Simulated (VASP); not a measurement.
# RbP2SF: single point with PBE

The system is RbP2SF.

```
F P S Rb
1.0
     7.64028    0.00000    0.00000
     0.00000    6.27671    0.00000
    -1.50078    0.00000    4.94588
F P S Rb
2 4 2 2
Direct
  0.87540 0.25000 0.76760
  0.12460 0.75000 0.23240
  0.69630 0.04180 0.33110
  0.30370 0.54180 0.66890
  0.30370 0.95820 0.66890
  0.69630 0.45820 0.33110
  0.83000 0.25000 0.42040
  0.17000 0.75000 0.57960
  0.28592 0.25000 0.15550
  0.71408 0.75000 0.84450
```

* Program: VASP 6.6.1
* Task: single point
* Functional: PBE
* Potentials or basis: VASP PAW PBE potentials, release 64 (F, P, S, Rb_sv)
* Cutoff: 520 eV
* k mesh: 3 × 3 × 4
* Occupations: tetrahedron
* Spin: no spin polarisation

```yaml
Pressure: 33.5 GPa
Largest_force: 23.374 eV/Å
Band_gap_on_the_k_mesh: zero (bands 32 and 33 overlap by 0.03 eV)
```

Forces in eV/Å, atoms in the order of the input:
```
F     0.577   0.000   2.972
F    -0.577   0.000  -2.972
P   -10.464 -14.249  -5.999
P    10.464 -14.249   5.999
P    10.464  14.249   5.999
P   -10.464  14.249  -5.999
S    21.319   0.000   9.583
S   -21.319   0.000  -9.583
Rb   -1.023   0.000  -0.127
Rb    1.023   0.000   0.127
```

Stress tensor (GPa, compression positive):
```
28.33  0.00 12.73
 0.00 52.58  0.00
12.73  0.00 19.52
```

Levels at points of the mesh, in eV from the Fermi level:
| k point | band 30 | band 31 | band 32 | band 33 | band 34 | band 35 |
| --- | --- | --- | --- | --- | --- | --- |
| (0.00, 0.00, 0.00) | -0.57 | -0.57 | -0.53 | 0.56 | 1.32 | 2.48 |
| (0.00, 0.00, 0.50) | -0.56 | -0.44 | -0.23 | 0.67 | 0.93 | 2.29 |

Wall time 2.7 min on 1 thread of Intel(R) Xeon(R) Platinum 8488C (Sapphire Rapids), with other jobs on the host, peak memory 0.41 GiB.

Caveat: the cell stands under pressure; forces of over 1 eV/Å act on the atoms, so gaps and moduli don't describe the material at rest; tetrahedron occupations give inexact forces and stress in metals.
